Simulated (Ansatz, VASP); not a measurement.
**Two plane-wave programs on HC8F**

```xyz
10
Lattice="4.9313 0.0000 0.0000 -2.4657 4.2706 0.0000 0.0000 0.0000 18.0000" Properties=species:S:1:pos:R:3 pbc="T T T"
C     1.2328    0.7118    4.0000
C     0.0000    2.8471    4.0000
C     3.6985    0.7118    4.0000
C     2.4657    2.8471    4.0000
C     0.0000    1.4235    4.0000
C    -1.2328    3.5589    4.0000
C     2.4657    1.4235    4.0000
C     1.2328    3.5589    4.0000
F     0.7569    0.9865    5.4400
H     1.7087    0.4370    5.4400
```

Alike in both runs: task single point; functional PBE; dispersion D3(BJ); k mesh 6 × 6 × 1; occupations gaussian, width 0.1 eV; no spin polarisation.

|  | VASP | Ansatz |
| --- | --- | --- |
| version | VASP 6.6.1 | Ansatz 0.2.0 |
| potentials or method | VASP PAW PBE potentials, release 64 (C, F, H), cutoff 520 eV | scalar-relativistic, plane waves, PAW |
| valence electrons in the cell | 40 | 40 |

Ansatz gave:

| Item | Value |
| --- | --- |
| gap on the k mesh at the Fermi level (eV) | 0.94 |
| least direct gap on the mesh (eV) | 0.94 |
| rms of the force components (eV/Å) | 3.097 |

Task: What did VASP give for the same quantities?

Result: gap on the k mesh at the Fermi level (eV): 0.93; least direct gap on the mesh (eV): 0.93; rms of the force components (eV/Å): 3.121.

Atom by atom the forces differ by 0.057 eV/Å (rms over components). Ansatz's warnings: xc potential rough in thin density.
